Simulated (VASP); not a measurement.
# Si2SnSe6 (Fm-3m) in VASP: notebook

The runs below take Si2SnSe6 through single point, relaxation of cell and atoms, with PBE.

Everything below comes from runs of VASP 6.6.1. Logs are shortened: lines on timing, memory, paths and dates and some standing lists are left out, and cuts for length are marked.

## 1. The cell of the first run

It takes space group Fm-3m (No. 225, cubic). Conventional cell: a = 9.765 Å, b = 9.765 Å, c = 9.765 Å, α = 90.00°, β = 90.00°, γ = 90.00°. Si (site symmetry -43m) has 6 Se at 2.44 Å within 3.2 Å. Sn (site symmetry m-3m) has 12 Se at 3.45 Å and 8 Si at 4.23 Å within 4.5 Å. Within 3.2 Å of Se (site symmetry mmm) lie 2 Si at 2.44 Å.

## 2. Single point, PBE

INCAR reads:

```
ALGO = Normal
EDIFF = 1E-6
ENCUT = 520
GGA = PE
ISIF = 2
ISMEAR = 0
LASPH = True
LCHARG = False
LREAL = False
LWAVE = False
NBANDS = 39
NELM = 100
PREC = Accurate
SIGMA = 0.1
```

KPOINTS reads:

```
k-points
0
Gamma
  8 8 8
```

POSCAR reads:

```
Si2SnSe6
1.0
    0.0000000000      4.8824106045      4.8824106045
    4.8824106045      0.0000000000      4.8824106045
    4.8824106045      4.8824106045      0.0000000000
Si Sn Se
2 1 6
Direct
    0.7500000000      0.7500000000      0.7500000000
    0.2500000000      0.2500000000      0.2500000000
    0.0000000000      0.0000000000      0.0000000000
    0.5000000000      0.0000000000      0.0000000000
    0.0000000000      0.5000000000      0.5000000000
    0.0000000000      0.5000000000      0.0000000000
    0.5000000000      0.0000000000      0.5000000000
    0.0000000000      0.0000000000      0.5000000000
    0.5000000000      0.5000000000      0.0000000000
```

Potentials or basis: VASP PAW PBE potentials, release 64 (Si, Sn_d, Se).

The run is started by

```console
> cat potpaw_PBE.64/Si/POTCAR potpaw_PBE.64/Sn_d/POTCAR potpaw_PBE.64/Se/POTCAR > POTCAR
> mpirun -np 1 vasp_std > vasp.out
```

OUTCAR:

```text
EDIFF = 1E-6
   ENCUT = 520
   GGA = PE
   ISIF = 2
   ISMEAR = 0
   LASPH = True
   LREAL = False
   NELM = 100
   PREC = Accurate

 ion  position               nearest neighbor table
   1  0.750  0.750  0.750-   4 2.44   5 2.44   6 2.44   7 2.44   8 2.44   9 2.44
   2  0.250  0.250  0.250-   4 2.44   5 2.44   6 2.44   7 2.44   8 2.44   9 2.44
   3  0.000  0.000  0.000-
   4  0.500  0.000  0.000-   1 2.44   2 2.44
   5  0.000  0.500  0.500-   1 2.44   2 2.44
   6  0.000  0.500  0.000-   1 2.44   2 2.44
   7  0.500  0.000  0.500-   1 2.44   2 2.44
   8  0.000  0.000  0.500-   1 2.44   2 2.44
   9  0.500  0.500  0.000-   1 2.44   2 2.44

  LATTYP: Found a face centered cubic cell.
 ALAT       =     9.7648212090

  Lattice vectors:

 A1 = (   0.0000000000,   4.8824106045,   4.8824106045)
 A2 = (   4.8824106045,   0.0000000000,   4.8824106045)
 A3 = (   4.8824106045,   4.8824106045,   0.0000000000)

Analysis of symmetry for initial positions (statically):
=====================================================================
 Subroutine PRICEL returns:
 Original cell was already a primitive cell.

 Routine SETGRP: Setting up the symmetry group for a
 face centered cubic supercell.

 Subroutine GETGRP returns: Found 48 space group operations
 (whereof 48 operations were pure point group operations)
 out of a pool of 48 trial point group operations.

The static configuration has the point symmetry O_h .

Analysis of symmetry for dynamics (positions and initial velocities):
=====================================================================
 Subroutine PRICEL returns:
 Original cell was already a primitive cell.

 Routine SETGRP: Setting up the symmetry group for a
 face centered cubic supercell.

 Subroutine GETGRP returns: Found 48 space group operations
 (whereof 48 operations were pure point group operations)
 out of a pool of 48 trial point group operations.

The dynamic configuration has the point symmetry O_h .

 Subroutine INISYM returns: Found 48 space group operations
 (whereof 48 operations are pure point group operations),
 and found     1 'primitive' translations

----------------------------------------------------------------------------------------

                                     Primitive cell

  volume of cell :     232.7732

  direct lattice vectors                    reciprocal lattice vectors
     0.000000000  4.882410605  4.882410605    -0.102408429  0.102408429  0.102408429
     4.882410605  0.000000000  4.882410605     0.102408429 -0.102408429  0.102408429
     4.882410605  4.882410605  0.000000000     0.102408429  0.102408429 -0.102408429

  length of vectors
     6.904771294  6.904771294  6.904771294     0.177376602  0.177376602  0.177376602

  position of ions in fractional coordinates (direct lattice)
     0.750000000  0.750000000  0.750000000
     0.250000000  0.250000000  0.250000000
     0.000000000  0.000000000  0.000000000
     0.500000000  0.000000000  0.000000000
     0.000000000  0.500000000  0.500000000
     0.000000000  0.500000000  0.000000000
     0.500000000  0.000000000  0.500000000
     0.000000000  0.000000000  0.500000000
     0.500000000  0.500000000  0.000000000

  ion indices of the primitive-cell ions
   primitive index   ion index
                 1           1
                 2           2
                 3           3
                 4           4
                 5           5
                 6           6
                 7           7
                 8           8
                 9           9

----------------------------------------------------------------------------------------

 KPOINTS: k-points

Automatic generation of k-mesh.
 Grid dimensions read from file:
 generate k-points for:    8    8    8

 Generating k-lattice:

  Cartesian coordinates                     Fractional coordinates (reciprocal lattice)
    -0.012801054  0.012801054  0.012801054     0.125000000  0.000000000  0.000000000
     0.012801054 -0.012801054  0.012801054     0.000000000  0.125000000  0.000000000
     0.012801054  0.012801054 -0.012801054     0.000000000  0.000000000  0.125000000

  Length of vectors
     0.022172075  0.022172075  0.022172075

  Shift w.r.t. Gamma in fractional coordinates (k-lattice)
     0.000000000  0.000000000  0.000000000

 Subroutine IBZKPT returns following result:
 ===========================================

 Found     29 irreducible k-points:

 Following reciprocal coordinates:
            Coordinates               Weight
  0.000000  0.000000  0.000000      1.000000
  0.125000  0.000000  0.000000      8.000000
  0.250000  0.000000  0.000000      8.000000
  0.375000  0.000000  0.000000      8.000000
  0.500000  0.000000  0.000000      4.000000
  0.125000  0.125000  0.000000      6.000000
[... 16 lines left out ...]
  0.500000  0.250000  0.125000     48.000000
 -0.375000  0.250000  0.125000     24.000000
 [... further k-points ...]
   k-points           NKPTS =     29   k-points in BZ     NKDIM =     29   number of bands    NBANDS=     39
   number of dos      NEDOS =    301   number of ions     NIONS =      9
   total plane-waves  NPLWV = 157464
   dimension x,y,z NGX =    54 NGY =   54 NGZ =   54
   dimension x,y,z NGXF=   108 NGYF=  108 NGZF=  108
   ions per type =               2   1   6
   NGX,Y,Z   is equivalent  to a cutoff of  13.00, 13.00, 13.00 a.u.
   NGXF,Y,Z  is equivalent  to a cutoff of  26.00, 26.00, 26.00 a.u.
 SYSTEM =  unknown system
   PREC   = accura    normal or accurate (medium, high low for compatibility)
   ISTART =      0    job   : 0-new  1-cont  2-samecut
   ICHARG =      2    charge: 1-file 2-atom 10-const
   ISPIN  =      1    spin polarized calculation?
   LNONCOLLINEAR =      F non collinear calculations
   LSORBIT =      F    spin-orbit coupling
   LASPH  =      T    aspherical Exc in radial PAW
   ENCUT  =  520.0 eV  38.22 Ry    6.18 a.u.  12.84 12.84 12.84*2*pi/ulx,y,z
   NELM   =    100;   NELMIN=  2; NELMDL= -5     # of ELM steps
   EDIFF  = 0.1E-05   stopping-criterion for ELM
   LREAL  =      F    real-space projection
   EDIFFG = 0.1E-04   stopping-criterion for IOM
   NSW    =      0    number of steps for IOM
   IBRION =     -1    ionic relax: 0-MD 1-quasi-New 2-CG
   NFREE  =      0    steps in history (QN), initial steepest desc. (CG)
   ISIF   =      2    stress and relaxation
   ISYM   =      2    0-nonsym 1-usesym 2-fastsym
   POTIM  = 0.5000    time-step for ionic-motion
   TEBEG  =    0.0;   TEEND  =   0.0 temperature during run
   PSTRESS=    0.0 pullay stress
   NELECT =      58.0000    total number of electrons
   NUPDOWN=      -1.0000    fix difference up-down
   EMIN   =  10.00;   EMAX   =-10.00  energy-range for DOS
   EFERMI =   0.00;   METHOD = LEGACY
   ISMEAR =     0;   SIGMA  =   0.10  broadening in eV -4-tet -1-fermi 0-gaus
   EFERMI_NEDOS =   21; number of points for ismear=-14 and -15
   IALGO  =     38    algorithm
   IMIX   =      4    mixing-type and parameters
     AMIX     =   0.40;   BMIX     =  1.00
     AMIX_MAG =   1.60;   BMIX_MAG =  1.00
  volume/ion in A,a.u.               =      25.86       174.54
  Fermi-wavevector in a.u.,A,eV,Ry     =   1.030164  1.946728 14.439028  1.061239
  Thomas-Fermi vector in A             =   2.164249
   LORBIT       =      0    0 simple, 1 ext, 2 COOP (PROOUT), +10 PAW based schemes
   GGA     = PE    functional components
   LHFCALC =     F    Hartree Fock is set to
   AEXX    =    0.0000 exact exchange contribution
   IVDW    =     0    specifies the selected vdW correction
   LEPSILON=     F    determine dielectric tensor
   LRPA    =     F    only Hartree local field effects (RPA)
 non-spin polarized calculation
 Gauss-broadening in eV      SIGMA  =   0.10
  energy-cutoff  :      520.00
  volume of cell :      232.77
 maximum number of plane-waves:      6314
 NGX is ok and might be reduce to    54
   NGX = 25   NGY = 25   NGZ = 25

 number of electron      58.0000005 magnetization

 Free energy of the ion-electron system (eV)
  ---------------------------------------------------
  ext. energy  EPLUGINS =         0.00000000
  ---------------------------------------------------
  free energy    TOTEN  =       -33.81941070 eV

  energy without entropy =      -33.79559042  energy(sigma->0) =      -33.80750056

 E-fermi :   3.4044     XC(G=0):  -9.0161

 val. band max:        3.3928114297   @ k =  -0.3750   0.1250   0.0000
 cond. band min:       3.4078674460   @ k =  -0.2500   0.2500   0.0000
 fundamental gap:      0.0150560163
 Fermi energy:         3.4043544486

 k-point     1 :       0.0000    0.0000    0.0000
  band No.  band energies     occupation
      1     -18.4911      2.00000
      2     -18.4911      2.00000
      3     -18.4911      2.00000
      4     -18.4900      2.00000
      5     -18.4900      2.00000
      6     -11.2294      2.00000
[... 31 lines left out ...]
     38       8.1946      0.00000
     39       8.1970      0.00000

 k-point     2 :       0.1250    0.0000    0.0000
  band No.  band energies     occupation
      1     -18.4911      2.00000
      2     -18.4911      2.00000
      3     -18.4911      2.00000
      4     -18.4900      2.00000
      5     -18.4900      2.00000
      6     -11.1824      2.00000
[... 31 lines left out ...]
     38       8.3130      0.00000
     39       8.4175      0.00000

 k-point     3 :       0.2500    0.0000    0.0000
  band No.  band energies     occupation
      1     -18.4911      2.00000
      2     -18.4910      2.00000
      3     -18.4910      2.00000
      4     -18.4900      2.00000
      5     -18.4900      2.00000
      6     -11.0431      2.00000
[... 832 lines left out ...]
 k-point    23 :       0.5000    0.2500    0.1250
  band No.  band energies     occupation
      1     -18.4910      2.00000
      2     -18.4909      2.00000
      3     -18.4909      2.00000
      4     -18.4900      2.00000
      5     -18.4900      2.00000
      6     -10.7201      2.00000
[... 31 lines left out ...]
     38       8.5855      0.00000
     39       9.3243      0.00000

 k-point    24 :      -0.3750    0.2500    0.1250
  band No.  band energies     occupation
      1     -18.4910      2.00000
      2     -18.4910      2.00000
      3     -18.4909      2.00000
      4     -18.4900      2.00000
      5     -18.4900      2.00000
      6     -10.4493      2.00000
[... 31 lines left out ...]
     38       9.4046      0.00000
     39       9.4923      0.00000

 [... further k-points ...]
[... 5 lines left out ...]
  --------------------------------------------------------------------------------------
  -------------------------------------------------------------------------------------
  Total        0.0893335      0.0893335      0.0893335     -0.0000000      0.0000000      0.0000000
  in kB        0.6148821      0.6148821      0.6148821     -0.0000000      0.0000000      0.0000000
  external PRESSURE =       0.6148821 kB  Pullay stress =       0.0000000 kB

 VOLUME and BASIS-vectors are now :
 -----------------------------------------------------------------------------
  energy-cutoff  :      520.00
  volume of cell :      232.77
      direct lattice vectors                 reciprocal lattice vectors
     0.000000000  4.882410605  4.882410605    -0.102408429  0.102408429  0.102408429
     4.882410605  0.000000000  4.882410605     0.102408429 -0.102408429  0.102408429
     4.882410605  4.882410605  0.000000000     0.102408429  0.102408429 -0.102408429

 POSITION                                       TOTAL-FORCE (eV/Angst)
 -----------------------------------------------------------------------------------
      7.32362      7.32362      7.32362        -0.000000     -0.000000     -0.000000
      2.44121      2.44121      2.44121         0.000000      0.000000      0.000000
      0.00000      0.00000      0.00000        -0.000000      0.000000     -0.000000
      0.00000      2.44121      2.44121        -0.000000      0.000000     -0.000000
      4.88241      2.44121      2.44121        -0.000000      0.000000     -0.000000
      2.44121      0.00000      2.44121        -0.000000      0.000000     -0.000000
      2.44121      4.88241      2.44121        -0.000000      0.000000     -0.000000
      2.44121      2.44121      0.00000        -0.000000      0.000000     -0.000000
      2.44121      2.44121      4.88241        -0.000000      0.000000     -0.000000
 -----------------------------------------------------------------------------------
    total drift:                                0.000000      0.000000     -0.000000

  FREE ENERGIE OF THE ION-ELECTRON SYSTEM (eV)
  ---------------------------------------------------
  free  energy   TOTEN  =       -33.8194107033 eV

  energy  without entropy=      -33.7955904233  energy(sigma->0) =      -33.80750056
```

Run time: 3.3 min. Hardware: 1 thread of Intel Xeon 6975P-C (Granite Rapids), shared host; peak memory 0.52 GiB.

Results:

* Free energy: -33.8194 eV
* Pressure: 0.1 GPa
* Band gap on the k mesh: zero (band 29 reaches 4.29 eV, above the bottom of band 30 at 3.25 eV)

Caveat: spin-orbit coupling is left out, which moves the levels of the heavy elements.

## 3. Relaxation of cell and atoms, PBE

INCAR reads:

```
SYSTEM = Si2SnSe6
PREC = Accurate ; ENCUT = 600
EDIFF = 1E-7 ; ISMEAR = 0
SIGMA = 0.1 ; LREAL = .FALSE.
LASPH = .TRUE. ; NELM = 100
ALGO = Normal ; ISIF = 3
LWAVE = .FALSE. ; LCHARG = .FALSE.
GGA = PE ; IBRION = 2
NSW = 100 ; EDIFFG = -0.01
```

KPOINTS reads:

```
Automatic mesh
0
G
  8 8 8
  0 0 0
```

Changes to POSCAR since step 2:

```diff
@@ -2,5 +2,5 @@
 1.0
-    0.0000000000      4.8824106045      4.8824106045
-    4.8824106045      0.0000000000      4.8824106045
-    4.8824106045      4.8824106045      0.0000000000
+    0.0000000000      4.8802973038      4.8802973038
+    4.8802973038      0.0000000000      4.8802973038
+    4.8802973038      4.8802973038      0.0000000000
 Si Sn Se
```

Potentials or basis: VASP PAW PBE potentials, release 64 (Si, Sn_d, Se).

The run is started by

```console
> cat potpaw_PBE.64/Si/POTCAR potpaw_PBE.64/Sn_d/POTCAR potpaw_PBE.64/Se/POTCAR > POTCAR
> mpirun -np 1 vasp_std > vasp.out
```

OUTCAR:

```text
SYSTEM = Si2SnSe6
   PREC = Accurate
   ENCUT = 600
   EDIFF = 1E-7
   ISMEAR = 0
   LREAL = .FALSE.
   LASPH = .TRUE.
   NELM = 100
   ISIF = 3
   GGA = PE
   IBRION = 2
   NSW = 100
   EDIFFG = -0.01

 ion  position               nearest neighbor table
   1  0.750  0.750  0.750-   4 2.44   5 2.44   6 2.44   7 2.44   8 2.44   9 2.44
   2  0.250  0.250  0.250-   4 2.44   5 2.44   6 2.44   7 2.44   8 2.44   9 2.44
   3  0.000  0.000  0.000-
   4  0.500  0.000  0.000-   1 2.44   2 2.44
   5  0.000  0.500  0.500-   1 2.44   2 2.44
[... 1160 lines left out ...]
  in kB       -0.2533572     -0.2533572     -0.2533572      0.0000000     -0.0000000      0.0000000
  external PRESSURE =      -0.2533572 kB  Pullay stress =       0.0000000 kB

 VOLUME and BASIS-vectors are now :
 -----------------------------------------------------------------------------
  energy-cutoff  :      600.00
  volume of cell :      233.19
      direct lattice vectors                 reciprocal lattice vectors
     0.000000000  4.885296024  4.885296024    -0.102347943  0.102347943  0.102347943
     4.885296024  0.000000000  4.885296024     0.102347943 -0.102347943  0.102347943
     4.885296024  4.885296024  0.000000000     0.102347943  0.102347943 -0.102347943

 POSITION                                       TOTAL-FORCE (eV/Angst)
 -----------------------------------------------------------------------------------
      7.32794      7.32794      7.32794         0.000000     -0.000000      0.000000
      2.44265      2.44265      2.44265         0.000000      0.000000      0.000000
      9.77059      4.88530      4.88530        -0.000000     -0.000000     -0.000000
      9.77059      7.32794      7.32794        -0.000000     -0.000000     -0.000000
      4.88530      2.44265      2.44265        -0.000000     -0.000000     -0.000000
      7.32794      4.88530      2.44265        -0.000000     -0.000000     -0.000000
      7.32794      4.88530      7.32794        -0.000000     -0.000000     -0.000000
      7.32794      2.44265      4.88530        -0.000000     -0.000000     -0.000000
      7.32794      7.32794      4.88530        -0.000000     -0.000000     -0.000000
 -----------------------------------------------------------------------------------
    total drift:                                0.000000      0.000000      0.000000

  FREE ENERGIE OF THE ION-ELECTRON SYSTEM (eV)
  ---------------------------------------------------
  free  energy   TOTEN  =       -33.8196419438 eV

  energy  without entropy=      -33.7957796769  energy(sigma->0) =      -33.80771081

 reached required accuracy - stopping structural energy minimisation
```

OSZICAR:

```text
N       E                     dE             d eps       ncg     rms          rms(c)
DAV:   1     0.491291514633E+03    0.49129E+03   -0.26169E+04  1972   0.178E+03
[... 19 lines left out ...]
DAV:   3    -0.338196739203E+02    0.49426E-03   -0.15967E-03  2472   0.262E-01    0.278E-02
DAV:   4    -0.338196485304E+02    0.25390E-04   -0.66865E-05  2374   0.411E-02    0.118E-02
DAV:   5    -0.338196429782E+02    0.55522E-05   -0.62448E-06  2590   0.151E-02    0.758E-03
DAV:   6    -0.338196415006E+02    0.14777E-05   -0.14672E-06  2318   0.880E-03    0.190E-03
DAV:   7    -0.338196417126E+02   -0.21199E-06   -0.19455E-07  1570   0.313E-03    0.556E-04
DAV:   8    -0.338196419072E+02   -0.19461E-06   -0.20960E-08  1084   0.109E-03    0.192E-04
DAV:   9    -0.338196419438E+02   -0.36611E-07   -0.10274E-08  1066   0.731E-04
   2 F= -.33819642E+02 E0= -.33807711E+02  d E =-.228110E-03
```

Run time: 5.3 min. Hardware: 1 thread of Intel Xeon 6975P-C (Granite Rapids), shared host; peak memory 0.59 GiB.

Results:

- Free energy: -33.8196 eV
- Relaxed volume: 25.91 Å³/atom
- Relaxed cell: a = 6.909 Å, b = 6.909 Å, c = 6.909 Å, α = 60.00°, β = 60.00°, γ = 60.00°
- Space group after relaxing (to 0.05 Å): Fm-3m (No. 225)
- Energy gained by relaxing: 0.0 meV/atom
- Ionic steps: 2
- Pressure after relaxing: 0.0 GPa
- Band gap on the k mesh: zero (band 29 reaches 4.27 eV, above the bottom of band 30 at 3.24 eV)

Step by step:
```
step  energy change (eV)  largest force (eV/Å)  pressure (GPa)  volume (Å³)
   1              0.0000                0.0000            0.13       232.47
   2             -0.0002                0.0000           -0.03       233.19
```

Final structure:
```xyz
9
Lattice="0.0000 4.8853 4.8853 4.8853 0.0000 4.8853 4.8853 4.8853 0.0000" Properties=species:S:1:pos:R:3 pbc="T T T"
Si    7.3279    7.3279    7.3279
Si    2.4426    2.4426    2.4426
Sn    9.7706    4.8853    4.8853
Se    9.7706    7.3279    7.3279
Se    4.8853    2.4426    2.4426
Se    7.3279    4.8853    2.4426
Se    7.3279    4.8853    7.3279
Se    7.3279    2.4426    4.8853
Se    7.3279    7.3279    4.8853
```

Caveat: spin-orbit coupling is left out, which moves the levels of the heavy elements.
